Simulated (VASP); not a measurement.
# ZrC (I4/mmm) in VASP: notebook

Runs on ZrC. Level: PBEsol. Tasks: electric field gradients.

Program: VASP 6.6.1. These are calculated values, not measurements. Logs are shortened: lines on timing, memory, paths and dates and some standing lists are left out, and cuts for length are marked.

**1. The cell of the first run**

Symmetry: I4/mmm, No. 139, tetragonal system. The conventional cell has a = 3.324 Å, b = 3.324 Å, c = 4.747 Å, α = 90.00°, β = 90.00°, γ = 90.00°. Within 3.1 Å of Zr (site symmetry 4/mmm) lie 6 C at 2.35 to 2.37 Å. C (site symmetry 4/mmm) has 6 Zr at 2.35 to 2.37 Å within 3.1 Å.

**2. Electric field gradients, PBEsol (zz strain of +1 %)**

Contents of INCAR:

```
SYSTEM = ZrC
PREC = Accurate
ENCUT = 520
EDIFF = 1E-8
ISMEAR = -1
SIGMA = 0.05
LREAL = .False.
LASPH = .True.
NELM = 80
ALGO = Normal
ISIF = 2
LWAVE = .False.
LCHARG = .False.
GGA = PS
LEFG = .True.
NBANDS = 15
```

Contents of KPOINTS:

```
regular mesh
0
Gamma
  15 15 15
  0 0 0
```

Contents of POSCAR:

```
ZrC
1.0
    0.0000000000      2.3502100000      2.3737121000
    2.3502100000      0.0000000000      2.3737121000
    2.3502100000      2.3502100000      0.0000000000
Zr C
1 1
Direct
    0.5000000000      0.5000000000      0.5000000000
    0.0000000000      0.0000000000      0.0000000000
```

Potentials or basis: VASP PAW PBE potentials, release 64 (Zr_sv, C).

On the command line:

```
> cat potpaw_PBE.64/Zr_sv/POTCAR potpaw_PBE.64/C/POTCAR > POTCAR
> mpirun -np 1 vasp_std > vasp.out
```

OUTCAR:

```text
SYSTEM = ZrC
   PREC = Accurate
   ENCUT = 520
   EDIFF = 1E-8
   ISMEAR = -1
   LREAL = .False.
   LASPH = .True.
   NELM = 80
   ISIF = 2
   GGA = PS

 ion  position               nearest neighbor table
   1  0.500  0.500  0.500-   2 2.35   2 2.35   2 2.35   2 2.35   2 2.37   2 2.37
   2  0.000  0.000  0.000-   1 2.35   1 2.35   1 2.35   1 2.35   1 2.37   1 2.37

  LATTYP: Found a body centered tetragonal cell.
 ALAT       =     3.3236988564
 C/A-ratio  =     1.4283556980

  Lattice vectors:

 A1 = (  -2.3502100000,   0.0000000000,   2.3737121000)
 A2 = (   2.3502100000,   0.0000000000,   2.3737121000)
 A3 = (   0.0000000000,   2.3502100000,  -2.3737121000)

Analysis of symmetry for initial positions (statically):
=====================================================================
 Subroutine PRICEL returns:
 Original cell was already a primitive cell.

 Routine SETGRP: Setting up the symmetry group for a
 body centered tetragonal supercell.

 Subroutine GETGRP returns: Found 16 space group operations
 (whereof 16 operations were pure point group operations)
 out of a pool of 16 trial point group operations.

The static configuration has the point symmetry D_4h.

Analysis of symmetry for dynamics (positions and initial velocities):
=====================================================================
 Subroutine PRICEL returns:
 Original cell was already a primitive cell.

 Routine SETGRP: Setting up the symmetry group for a
 body centered tetragonal supercell.

 Subroutine GETGRP returns: Found 16 space group operations
 (whereof 16 operations were pure point group operations)
 out of a pool of 16 trial point group operations.

The dynamic configuration has the point symmetry D_4h.

 Subroutine INISYM returns: Found 16 space group operations
 (whereof 16 operations are pure point group operations),
 and found     1 'primitive' translations

----------------------------------------------------------------------------------------

                                     Primitive cell

  volume of cell :      26.2223

  direct lattice vectors                    reciprocal lattice vectors
     0.000000000  2.350210000  2.373712100    -0.212746946  0.212746946  0.210640541
     2.350210000  0.000000000  2.373712100     0.212746946 -0.212746946  0.210640541
     2.350210000  2.350210000  0.000000000     0.212746946  0.212746946 -0.210640541

  length of vectors
     3.340358690  3.340358690  3.323698856     0.367276413  0.367276413  0.367276413

  position of ions in fractional coordinates (direct lattice)
     0.500000000  0.500000000  0.500000000
     0.000000000  0.000000000  0.000000000

  ion indices of the primitive-cell ions
   primitive index   ion index
                 1           1
                 2           2

----------------------------------------------------------------------------------------

 KPOINTS: regular mesh

Automatic generation of k-mesh.
 Grid dimensions read from file:
 generate k-points for:   15   15   15

 Generating k-lattice:

  Cartesian coordinates                     Fractional coordinates (reciprocal lattice)
    -0.014183130  0.014183130  0.014042703     0.066666667 -0.000000000  0.000000000
     0.014183130 -0.014183130  0.014042703    -0.000000000  0.066666667  0.000000000
     0.014183130  0.014183130 -0.014042703     0.000000000  0.000000000  0.066666667

  Length of vectors
     0.024485094  0.024485094  0.024485094

  Shift w.r.t. Gamma in fractional coordinates (k-lattice)
     0.000000000  0.000000000  0.000000000

 Subroutine IBZKPT returns following result:
 ===========================================

[... 34 lines left out ...]
   ions per type =               1   1
   NGX,Y,Z   is equivalent  to a cutoff of  13.94, 13.94, 14.01 a.u.
   NGXF,Y,Z  is equivalent  to a cutoff of  27.87, 27.87, 28.01 a.u.
 SYSTEM =  ZrC
   PREC   = accura    normal or accurate (medium, high low for compatibility)
   ISTART =      0    job   : 0-new  1-cont  2-samecut
   ICHARG =      2    charge: 1-file 2-atom 10-const
   ISPIN  =      1    spin polarized calculation?
   LNONCOLLINEAR =      F non collinear calculations
   LSORBIT =      F    spin-orbit coupling
   LASPH  =      T    aspherical Exc in radial PAW
   ENCUT  =  520.0 eV  38.22 Ry    6.18 a.u.   6.21  6.21  6.18*2*pi/ulx,y,z
   NELM   =     80;   NELMIN=  2; NELMDL= -5     # of ELM steps
   EDIFF  = 0.1E-07   stopping-criterion for ELM
   LREAL  =      F    real-space projection
   EDIFFG = 0.1E-06   stopping-criterion for IOM
   NSW    =      0    number of steps for IOM
   IBRION =     -1    ionic relax: 0-MD 1-quasi-New 2-CG
   NFREE  =      0    steps in history (QN), initial steepest desc. (CG)
   ISIF   =      2    stress and relaxation
   ISYM   =      2    0-nonsym 1-usesym 2-fastsym
   POTIM  = 0.5000    time-step for ionic-motion
   TEBEG  =    0.0;   TEEND  =   0.0 temperature during run
   PSTRESS=    0.0 pullay stress
   NELECT =      16.0000    total number of electrons
   NUPDOWN=      -1.0000    fix difference up-down
   EMIN   =  10.00;   EMAX   =-10.00  energy-range for DOS
   EFERMI =   0.00;   METHOD = LEGACY
   ISMEAR =    -1;   SIGMA  =   0.05  broadening in eV -4-tet -1-fermi 0-gaus
   EFERMI_NEDOS =   21; number of points for ismear=-14 and -15
   IALGO  =     38    algorithm
   IMIX   =      4    mixing-type and parameters
     AMIX     =   0.40;   BMIX     =  1.00
     AMIX_MAG =   1.60;   BMIX_MAG =  1.00
  volume/ion in A,a.u.               =      13.11        88.48
  Fermi-wavevector in a.u.,A,eV,Ry     =   1.388538  2.623956 26.232538  1.928037
  Thomas-Fermi vector in A             =   2.512654
   LORBIT       =      0    0 simple, 1 ext, 2 COOP (PROOUT), +10 PAW based schemes
   GGA     = PS    functional components
   LHFCALC =     F    Hartree Fock is set to
   AEXX    =    0.0000 exact exchange contribution
   IVDW    =     0    specifies the selected vdW correction
   LEPSILON=     F    determine dielectric tensor
   LRPA    =     F    only Hartree local field effects (RPA)
 non-spin polarized calculation
  energy-cutoff  :      520.00
  volume of cell :       26.22
 maximum number of plane-waves:       725
 NGX is ok and might be reduce to    28
   NGX = 13   NGY = 13   NGZ = 13

 number of electron      16.0000000 magnetization

 Free energy of the ion-electron system (eV)
  ---------------------------------------------------
  ext. energy  EPLUGINS =         0.00000000
  ---------------------------------------------------
  free energy    TOTEN  =       -20.55789505 eV

  energy without entropy =      -20.55532520  energy(sigma->0) =      -20.55661013

 E-fermi :   9.3654     XC(G=0): -12.2308

 val. band max:        9.3599226468   @ k =   0.4000  -0.0000   0.3333
 cond. band min:       9.3786051973   @ k =   0.4667   0.0000   0.4667
 fundamental gap:      0.0186825505
 Fermi energy:         9.3653649885

 k-point     1 :       0.0000    0.0000    0.0000
  band No.  band energies     occupation
      1     -38.6332      2.00000
      2     -16.3863      2.00000
      3     -16.3780      2.00000
      4     -16.3780      2.00000
      5      -1.8682      2.00000
      6      10.2944      0.00000
      7      10.3438      0.00000
      8      10.3438      0.00000
      9      10.3679      0.00000
     10      10.4653      0.00000
     11      10.4653      0.00000
     12      12.0934      0.00000
     13      12.2120      0.00000
     14      16.5653      0.00000
[... 401 lines left out ...]
      2     -16.6196      2.00000
      3     -16.4450      2.00000
      4     -16.4390      2.00000
      5      -1.1105      2.00000
      6       7.0531      2.00000
      7       8.7043      2.00000
      8       8.9875      1.99896
      9       9.9175      0.00003
     10      12.2853      0.00000
     11      12.6569      0.00000
     12      13.3281      0.00000
     13      15.2413      0.00000
     14      18.5104      0.00000
     15      21.8658      0.00000

 [... further k-points ...]

------------------------ aborting loop because EDIFF is reached ----------------------------------------

  FORCE on cell =-STRESS in cart. coord.  units (eV):
  Direction    XX          YY          ZZ          XY          YZ          ZX
  --------------------------------------------------------------------------------------
  -------------------------------------------------------------------------------------
  Total       -0.8508119     -0.8508119     -1.3982239      0.0000000      0.0000000      0.0000000
  in kB      -51.9843689    -51.9843689    -85.4310868      0.0000000      0.0000000      0.0000000
  external PRESSURE =     -63.1332749 kB  Pullay stress =       0.0000000 kB

 VOLUME and BASIS-vectors are now :
 -----------------------------------------------------------------------------
  energy-cutoff  :      520.00
  volume of cell :       26.22
      direct lattice vectors                 reciprocal lattice vectors
     0.000000000  2.350210000  2.373712100    -0.212746946  0.212746946  0.210640541
     2.350210000  0.000000000  2.373712100     0.212746946 -0.212746946  0.210640541
     2.350210000  2.350210000  0.000000000     0.212746946  0.212746946 -0.210640541

 POSITION                                       TOTAL-FORCE (eV/Angst)
 -----------------------------------------------------------------------------------
      2.35021      2.35021      2.37371         0.000000      0.000000     -0.000000
      0.00000      0.00000      0.00000        -0.000000     -0.000000      0.000000
 -----------------------------------------------------------------------------------
    total drift:                                0.000000      0.000000      0.000000

  FREE ENERGIE OF THE ION-ELECTRON SYSTEM (eV)
  ---------------------------------------------------
  free  energy   TOTEN  =       -20.5578950521 eV

  energy  without entropy=      -20.5553252001  energy(sigma->0) =      -20.55661013

 Electric field gradients (V/A^2)
---------------------------------------------------------------------
 ion       V_xx      V_yy      V_zz      V_xy      V_xz      V_yz
---------------------------------------------------------------------
   1      -7.261    -7.261    14.522    -0.000    -0.000    -0.000
   2      -0.602    -0.602     1.203    -0.000    -0.000    -0.000
---------------------------------------------------------------------

 Electric field gradients after diagonalization (V/A^2)
 (convention: |V_zz| > |V_xx| > |V_yy|)
----------------------------------------------------------------------
 ion       V_xx      V_yy      V_zz     asymmetry (V_yy - V_xx)/ V_zz
----------------------------------------------------------------------
   1      -7.261    -7.261    14.522       0.000
   2      -0.602    -0.602     1.203       0.000
----------------------------------------------------------------------

           NMR quadrupolar parameters

 Cq : quadrupolar parameter    Cq=e*Q*V_zz/h
 eta: asymmetry parameters     (V_yy - V_xx)/ V_zz
 Q  : nuclear electric quadrupole moment in mb (millibarn)
----------------------------------------------------------------------
 ion       Cq(MHz)       eta       Q (mb)
----------------------------------------------------------------------
   1       0.035       0.000       1.000
   2       0.003       0.000       1.000
----------------------------------------------------------------------
```

Run time: 5.4 min. Hardware: 1 thread of AMD EPYC 7R13, shared host; peak memory 0.22 GiB.

What came out:

```yaml
Free_energy: -20.5579 eV
Pressure: -6.3 GPa
Band_gap_on_the_k_mesh: zero (bands 8 and 9 overlap by 1.34 eV)
Largest_electric_field_gradient_by_atom: Zr +14.5; C +1.2 V/Å²
```

Levels at points of the mesh, in eV from the Fermi level:
| k point | band 6 | band 7 | band 8 | band 9 | band 10 | band 11 |
| --- | --- | --- | --- | --- | --- | --- |
| (0.00, 0.00, 0.00) | 0.93 | 0.98 | 0.98 | 1.00 | 1.10 | 1.10 |

Electric field gradients, principal values (V/Å²):
```csv
atom,least,middle,greatest (by size)
1 Zr,-7.261,-7.261,14.522
2 C,-0.602,-0.602,1.203
```

Caveat: the cell differs from its parent crystal (zz strain of +1 %); the cell stands under tension; without QUAD_EFG the Cq values of the log hold for a quadrupole moment of 1 mb, not for the nuclei; the PAW data sets were made with another functional, which shifts forces and pressure a little.

**3. Electric field gradients, PBEsol (zz strain of +2 %)**

Contents of INCAR:

```
SYSTEM = ZrC
ALGO = Normal
EDIFF = 1E-8
ENCUT = 520
GGA = PS
ISIF = 2
ISMEAR = -1
LASPH = .True.
LCHARG = .False.
LEFG = .True.
LREAL = .False.
LWAVE = .False.
NBANDS = 15
NELM = 80
PREC = Accurate
SIGMA = 0.05
```

Contents of KPOINTS:

```
k-points
0
Gamma
  15 15 15
  0 0 0
```

Contents of POSCAR:

```
ZrC
1.0
    0.0000000000      2.3502100000      2.3972142000
    2.3502100000      0.0000000000      2.3972142000
    2.3502100000      2.3502100000      0.0000000000
Zr C
1 1
Direct
    0.5000000000      0.5000000000      0.5000000000
    0.0000000000      0.0000000000      0.0000000000
```

Potentials or basis: VASP PAW PBE potentials, release 64 (Zr_sv, C).

On the command line:

```
> cat potpaw_PBE.64/Zr_sv/POTCAR potpaw_PBE.64/C/POTCAR > POTCAR
> mpirun -np 1 vasp_std > vasp.out
```

OUTCAR:

```text
SYSTEM = ZrC
   EDIFF = 1E-8
   ENCUT = 520
   GGA = PS
   ISIF = 2
   ISMEAR = -1
   LASPH = .True.
   LREAL = .False.
   NELM = 80
   PREC = Accurate

 ion  position               nearest neighbor table
   1  0.500  0.500  0.500-   2 2.35   2 2.35   2 2.35   2 2.35   2 2.40   2 2.40
   2  0.000  0.000  0.000-   1 2.35   1 2.35   1 2.35   1 2.35   1 2.40   1 2.40

  LATTYP: Found a body centered tetragonal cell.
 ALAT       =     3.3236988564
 C/A-ratio  =     1.4424978336

  Lattice vectors:

[... 646 lines left out ...]
  ---------------------------------------------------
  free  energy   TOTEN  =       -20.5410279879 eV

  energy  without entropy=      -20.5384991865  energy(sigma->0) =      -20.53976359

 Electric field gradients (V/A^2)
---------------------------------------------------------------------
 ion       V_xx      V_yy      V_zz      V_xy      V_xz      V_yz
---------------------------------------------------------------------
   1     -14.414   -14.414    28.828    -0.000    -0.000    -0.000
   2      -1.239    -1.239     2.479    -0.000    -0.000    -0.000
---------------------------------------------------------------------

 Electric field gradients after diagonalization (V/A^2)
 (convention: |V_zz| > |V_xx| > |V_yy|)
----------------------------------------------------------------------
 ion       V_xx      V_yy      V_zz     asymmetry (V_yy - V_xx)/ V_zz
----------------------------------------------------------------------
   1     -14.414   -14.414    28.828       0.000
   2      -1.240    -1.239     2.479       0.000
----------------------------------------------------------------------

           NMR quadrupolar parameters

 Cq : quadrupolar parameter    Cq=e*Q*V_zz/h
 eta: asymmetry parameters     (V_yy - V_xx)/ V_zz
 Q  : nuclear electric quadrupole moment in mb (millibarn)
----------------------------------------------------------------------
 ion       Cq(MHz)       eta       Q (mb)
----------------------------------------------------------------------
   1       0.070       0.000       1.000
   2       0.006       0.000       1.000
----------------------------------------------------------------------
```

OSZICAR:

```text
N       E                     dE             d eps       ncg     rms          rms(c)
DAV:   1     0.985802006404E+02    0.98580E+02   -0.85496E+03  8648   0.107E+03
DAV:   2    -0.175990552205E+02   -0.11618E+03   -0.10868E+03 10922   0.285E+02
DAV:   3    -0.236616495946E+02   -0.60626E+01   -0.60215E+01 14357   0.548E+01
DAV:   4    -0.237990651204E+02   -0.13742E+00   -0.13732E+00 10494   0.606E+00
DAV:   5    -0.238009962753E+02   -0.19312E-02   -0.19311E-02 11545   0.589E-01    0.201E+01
DAV:   6    -0.206871490686E+02    0.31138E+01   -0.57889E+00 10369   0.217E+01    0.727E+00
DAV:   7    -0.205683982224E+02    0.11875E+00   -0.57289E-01  9942   0.564E+00    0.610E+00
DAV:   8    -0.205723424831E+02   -0.39443E-02   -0.32818E-01 10559   0.422E+00    0.421E+00
DAV:   9    -0.205415345981E+02    0.30808E-01   -0.55759E-02  9557   0.162E+00    0.633E-01
DAV:  10    -0.205410412677E+02    0.49333E-03   -0.43402E-03 11329   0.577E-01    0.787E-02
DAV:  11    -0.205410331789E+02    0.80888E-05   -0.15145E-04  9879   0.123E-01    0.429E-02
DAV:  12    -0.205410285724E+02    0.46065E-05   -0.44919E-06 10993   0.181E-02    0.905E-03
DAV:  13    -0.205410280734E+02    0.49908E-06   -0.14520E-06 10990   0.751E-03    0.328E-03
DAV:  14    -0.205410279893E+02    0.84013E-07   -0.91810E-08 10047   0.198E-03    0.647E-04
DAV:  15    -0.205410279879E+02    0.14322E-08   -0.40638E-09  7681   0.519E-04
   1 F= -.20541028E+02 E0= -.20539764E+02  d E =-.252880E-02
```

It took 5 min on 1 thread of AMD EPYC 7R13, shared host; peak memory 0.22 GiB.

What came out:

* Free energy: -20.5410 eV
* Pressure: -8.2 GPa
* Band gap on the k mesh: zero (bands 8 and 9 overlap by 1.37 eV)
* Largest electric field gradient by atom: Zr +28.8; C +2.5 V/Å²

Levels at points of the mesh, in eV from the Fermi level:
| k point | band 4 | band 5 | band 6 | band 7 | band 8 | band 9 | band 10 | band 11 | band 12 | band 13 |
| --- | --- | --- | --- | --- | --- | --- | --- | --- | --- | --- |
| (0.00, 0.00, 0.00) | -25.79 | -11.20 | 0.89 | 0.94 | 0.99 | 0.99 | 1.13 | 1.13 | 2.63 | 2.87 |

Electric field gradients, principal values (V/Å²):
```
atom    least   middle  greatest (by size)
1 Zr  -14.414  -14.414              28.828
 2 C   -1.239   -1.240               2.479
```

Caveat: the cell differs from its parent crystal (zz strain of +2 %); the cell stands under tension; without QUAD_EFG the Cq values of the log hold for a quadrupole moment of 1 mb, not for the nuclei; the PAW data sets were made with another functional, which shifts forces and pressure a little.

(Part 1 of 2 ends here.)
